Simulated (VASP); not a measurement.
Set up this calculation in VASP 6.6.1, as the native input.

```yaml
Task: single point
Functional: r2SCAN
Potentials_or_basis: VASP PAW PBE potentials, release 64 (W_sv, Se)
Cutoff: 520 eV
k_mesh: 12 × 12 × 2
Occupations: gaussian, width 0.05 eV
Spin: no spin polarisation
Dipole_correction: no
Further_INCAR_settings: ALGO = Normal; EDIFF = 1e-06; NBANDS = 20
```

WSe2, a slab with vacuum:

```xyz
3
Lattice="3.3144 0.0000 0.0000 -1.6572 2.8703 0.0000 0.0000 0.0000 16.6587" Properties=species:S:1:pos:R:3 pbc="T T T"
W     0.0000    0.0000    0.0000
Se    0.0000    1.9135    1.6609
Se    0.0000    1.9135   14.9978
```

The input as run:

POSCAR

```
WSe2
1.0
    3.3143636060      0.0000000000      0.0000000000
   -1.6571818030      2.8703230802      0.0000000000
    0.0000000000      0.0000000000     16.6586759938
W Se
1 2
Direct
    0.0000000000      0.0000000000      0.0000000000
    0.3333333333      0.6666666667      0.0997031696
    0.3333333333      0.6666666667      0.9002968304
```

INCAR.step1

```
PREC     = Accurate       # precision mode
ENCUT    = 520            # plane-wave cutoff, eV
ISMEAR   = 0              # smearing method
SIGMA    = 0.05           # smearing width, eV
LREAL    = F              # projectors in reciprocal space
LASPH    = T              # aspherical terms in the spheres
NELM     = 80             # most SCF steps
NBANDS   = 20             # bands
GGA      = PE             # functional
ALGO     = Normal         # electronic algorithm
EDIFF    = 1E-4           # SCF threshold, eV
LWAVE    = T              # write WAVECAR
LCHARG   = F              # write CHGCAR
```

INCAR.step2

```
PREC     = Accurate       # precision mode
ENCUT    = 520            # plane-wave cutoff, eV
EDIFF    = 1E-6           # SCF threshold, eV
ISMEAR   = 0              # smearing method
SIGMA    = 0.05           # smearing width, eV
LREAL    = F              # projectors in reciprocal space
LASPH    = T              # aspherical terms in the spheres
NELM     = 80             # most SCF steps
ALGO     = Normal         # electronic algorithm
ISIF     = 2              # what is computed and relaxed
LWAVE    = F              # write WAVECAR
LCHARG   = F              # write CHGCAR
METAGGA  = R2SCAN         # meta-GGA
LMIXTAU  = T            
NBANDS   = 20             # bands
ISTART   = 1
```

KPOINTS

```
regular mesh
0
Gamma
  12 12 2
```

Potentials or basis: VASP PAW PBE potentials, release 64 (W_sv, Se).

Run with:

```console
$ cat potpaw_PBE.64/W_sv/POTCAR potpaw_PBE.64/Se/POTCAR > POTCAR
$ cp INCAR.step1 INCAR
$ mpirun -np 1 vasp_std > vasp.out
$ cp INCAR.step2 INCAR
$ mpirun -np 1 vasp_std > vasp.out
```

Results of the run:

```json
{
  "Largest force": "0.044 eV/Å",
  "Band gap on the k mesh": "1.64 eV"
}
```

Caveat: there is no dipole correction, which matters where the two faces differ; the PAW data sets were made with another functional, which shifts forces and pressure a little; spin-orbit coupling is left out, which moves the levels of the heavy elements.

It took 7.9 min on 1 thread of Intel(R) Xeon(R) Platinum 8259CL CPU @ 2.50GHz (Skylake/Cascade Lake), on a shared host, peak memory 0.41 GiB.
